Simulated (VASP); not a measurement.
# NaCl (Fm-3m) in VASP: notebook, part 2 of 2

VASP 6.6.1. Earlier steps stand in the parts before.

**4. Vibrations by perturbation theory, PBEsol**

This run uses another cell than the first one, of 21.97 Å³/atom, 0.980 times its volume.

File INCAR:

```
SYSTEM = NaCl
ALGO = Normal ; EDIFF = 1E-8
ENCUT = 520 ; GGA = PS
IBRION = 8 ; ISIF = 2
ISMEAR = 0 ; LASPH = .TRUE.
LCHARG = .FALSE. ; LREAL = .FALSE.
LWAVE = .FALSE. ; NBANDS = 14
NELM = 100 ; NSW = 1
PREC = Accurate ; SIGMA = 0.01
```

File KPOINTS:

```
k-points
0
G
  8 8 8
  0 0 0
```

File POSCAR:

```
NaCl
1.0
    0.0000000000      2.8009522132      2.8009522132
    2.8009522132      0.0000000000      2.8009522132
    2.8009522132      2.8009522132      0.0000000000
Na Cl
1 1
Direct
    0.0000000000      0.0000000000      0.0000000000
    0.5000000000      0.5000000000      0.5000000000
```

Potentials or basis: VASP PAW PBE potentials, release 64 (Na_pv, Cl).

On the command line:

```bash
cat potpaw_PBE.64/Na_pv/POTCAR potpaw_PBE.64/Cl/POTCAR > POTCAR
mpirun -np 1 vasp_std > vasp.out
```

OUTCAR:

```text
SYSTEM = NaCl
   EDIFF = 1E-8
   ENCUT = 520
   GGA = PS
   IBRION = 8
   ISIF = 2
   ISMEAR = 0
   LASPH = .TRUE.
   LREAL = .FALSE.
   NELM = 100
   NSW = 1
   PREC = Accurate

 ion  position               nearest neighbor table
   1  0.000  0.000  0.000-
   2  0.500  0.500  0.500-

  LATTYP: Found a face centered cubic cell.
 ALAT       =     5.6019044264

  Lattice vectors:

 A1 = (   0.0000000000,   2.8009522132,   2.8009522132)
 A2 = (   2.8009522132,   0.0000000000,   2.8009522132)
 A3 = (   2.8009522132,   2.8009522132,   0.0000000000)

Analysis of symmetry for initial positions (statically):
=====================================================================
 Subroutine PRICEL returns:
 Original cell was already a primitive cell.

 Routine SETGRP: Setting up the symmetry group for a
 face centered cubic supercell.

 Subroutine GETGRP returns: Found 48 space group operations
 (whereof 48 operations were pure point group operations)
 out of a pool of 48 trial point group operations.

The static configuration has the point symmetry O_h .

Analysis of symmetry for dynamics (positions and initial velocities):
=====================================================================
 Subroutine PRICEL returns:
 Original cell was already a primitive cell.

 Routine SETGRP: Setting up the symmetry group for a
 face centered cubic supercell.

[... 593 lines left out ...]
      0.00000      0.00000      0.00000         0.000000      0.000000     -0.000000
      2.80095      2.80095      2.80095        -0.000000     -0.000000      0.000000
 -----------------------------------------------------------------------------------
    total drift:                               -0.000000      0.000000      0.000000

  FREE ENERGIE OF THE ION-ELECTRON SYSTEM (eV)
  ---------------------------------------------------
  free  energy   TOTEN  =        -6.9982812850 eV

  energy  without entropy=       -6.9982812850  energy(sigma->0) =       -6.99828128

[... ionic steps 2 to 3 ...]

--------------------------------------- Ionic step        4  -------------------------------------------

------------------------ aborting loop because EDIFF is reached ----------------------------------------

[... ionic steps 5 to 6 ...]

--------------------------------------- Ionic step        7  -------------------------------------------

 Free energy of the ion-electron system (eV)
  ---------------------------------------------------
  ---------------------------------------------------
  free energy    TOTEN  =        -0.19366172 eV

  energy without entropy =       -0.19366172

------------------------ aborting loop because EDIFF is reached ----------------------------------------

 INTERNAL STRAIN TENSOR  FOR ION    2  DIRECTION 1   (eV/Angst):
 -----------------------------------------------------------------------------
     0.00473 -0.00000  0.00000
    -0.00000  0.00290  0.00000
     0.00000  0.00000  0.00290

 INTERNAL STRAIN TENSOR FOR ION    2 for displacements in x,y,z  (eV/Angst):
          X           Y           Z          XY          YZ          ZX
  --------------------------------------------------------------------------------
  x     0.00000     0.00000     0.00000     0.00000     0.00000     0.00000
  y     0.00000     0.00000     0.00000     0.00000     0.00000     0.00000
  z     0.00000     0.00000     0.00000     0.00000     0.00000     0.00000

 SECOND DERIVATIVES (NOT SYMMETRIZED)
 ------------------------------------
               1X          1Y          1Z          2X          2Y          2Z
  1X    -1.456922    0.000000    0.000000    1.456922    0.000000    0.000000
  1Y     0.000000   -1.456922    0.000000    0.000000    1.456922    0.000000
  1Z     0.000000    0.000000   -1.456922    0.000000    0.000000    1.456922
  2X     1.436015    0.000000    0.000000   -1.436015    0.000000    0.000000
  2Y     0.000000    1.436015    0.000000    0.000000   -1.436015    0.000000
  2Z     0.000000    0.000000    1.436015    0.000000    0.000000   -1.436015

 Eigenvectors and eigenvalues of the dynamical matrix
 ----------------------------------------------------

   1 f  =    5.038631 THz    31.658654 2PiTHz  168.070650 cm-1    20.838095 meV
             X         Y         Z           dx          dy          dz
      0.000000  0.000000  0.000000     0.773571    0.107952   -0.000000
      2.800952  2.800952  2.800952    -0.618454   -0.086306   -0.000000
[... 21 lines left out ...]
   6 f/i=    0.017761 THz     0.111594 2PiTHz    0.592434 cm-1     0.073452 meV
             X         Y         Z           dx          dy          dz
      0.000000  0.000000  0.000000    -0.232875    0.560729   -0.145896
      2.800952  2.800952  2.800952    -0.291284    0.701369   -0.182489

--------------------------------------------------------------------------------------------------------

 ELASTIC MODULI CONTR FROM IONIC RELAXATION (kBar)
 Direction    XX          YY          ZZ          XY          YZ          ZX
 --------------------------------------------------------------------------------
 XX           0.0000      0.0000      0.0000      0.0000      0.0000      0.0000
 YY           0.0000      0.0000      0.0000      0.0000      0.0000      0.0000
 ZZ           0.0000      0.0000      0.0000      0.0000      0.0000      0.0000
 XY           0.0000      0.0000      0.0000      0.0000      0.0000      0.0000
 YZ           0.0000      0.0000      0.0000      0.0000      0.0000      0.0000
 ZX           0.0000      0.0000      0.0000      0.0000      0.0000      0.0000
 --------------------------------------------------------------------------------
```

stdout:

```text
POSCAR found type information on POSCAR NaCl
 POSCAR found :  2 types and       2 ions
 scaLAPACK will be used
 -----------------------------------------------------------------------------
|                                                                             |
|                                                                             |
|     You enforced a specific xc type in the INCAR file but a different       |
|     I HOPE YOU KNOW WHAT YOU ARE DOING!                                     |
|                                                                             |
 -----------------------------------------------------------------------------

 LDA part: xc-table for (Slater+PW92), standard interpolation
 POSCAR, INCAR and KPOINTS ok, starting setup
 FFT: planning ... GRIDC
 FFT: planning ... GRID_SOFT
 FFT: planning ... GRID
 WAVECAR not read
 entering main loop
 Linear response reoptimize wavefunctions to high precision
 Linear response DOF=           2
 Linear response progress:
 first order change of Fermi-energy  -0.27479E-03
 force on displaced ion       1 direction 1 :  -1.457   0.000   0.000
 Linear response progress:
 first order change of Fermi-energy   0.24086E-03
 force on displaced ion       2 direction 1 :  -1.436   0.000   0.000
 Linear response finished
```

It took 3 min on 1 thread of Intel Xeon Platinum 8259CL at 2.50GHz (Skylake/Cascade Lake), shared host; peak memory 0.23 GiB.

Results:

* Highest phonon frequency at Γ, LO-TO splitting left out: 168 cm⁻¹

Phonon frequencies in cm⁻¹ (negative: imaginary):
| q point | frequencies |
| --- | --- |
| (0.000, 0.000, 0.000) | -1 -1 -1 168 168 168 |

Caveat: the PAW data sets were made with another functional, which shifts forces and pressure a little.
